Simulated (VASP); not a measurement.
A run of VASP 6.6.1 is set up as follows.

File INCAR:

```
SYSTEM = B
PREC = Accurate
ENCUT = 520
EDIFF = 1E-6
ISMEAR = -1
SIGMA = 0.1
LREAL = .FALSE.
LASPH = .TRUE.
NELM = 60
ALGO = Normal
ISIF = 2
LWAVE = .FALSE.
LCHARG = .TRUE.
GGA = PS
LELF = .TRUE.
LVHAR = .TRUE.
NBANDS = 10
```

File KPOINTS:

```
Automatic mesh
0
G
  23 23 5
  0 0 0
```

The input POSCAR:

```
B
1.0
    1.6629717756      0.0000000000      0.0000000000
   -0.8314858878      1.4401758035      0.0000000000
    0.0000000000      0.0000000000      6.9720444400
B
2
Direct
    0.3333333333      0.6666666667      0.2500000000
    0.6666666667      0.3333333333      0.7500000000
```

Potentials or basis: VASP PAW PBE potentials, release 64 (B).

Command:

```bash
$ cat potpaw_PBE.64/B/POTCAR > POTCAR
$ mpirun -np 1 vasp_std > vasp.out
```

(1) Estimate the band gap on the k mesh.

(2) What does it give for the pressure?

Answers

(1) zero (band 3 reaches 9.25 eV, above the bottom of band 4 at -2.00 eV).

(2) 17.4 GPa.

Caveat: the PAW data sets were made with another functional, which shifts forces and pressure a little; this functional lacks dispersion, which binds the layers, so the pressure and a relaxed spacing across them are unreliable.
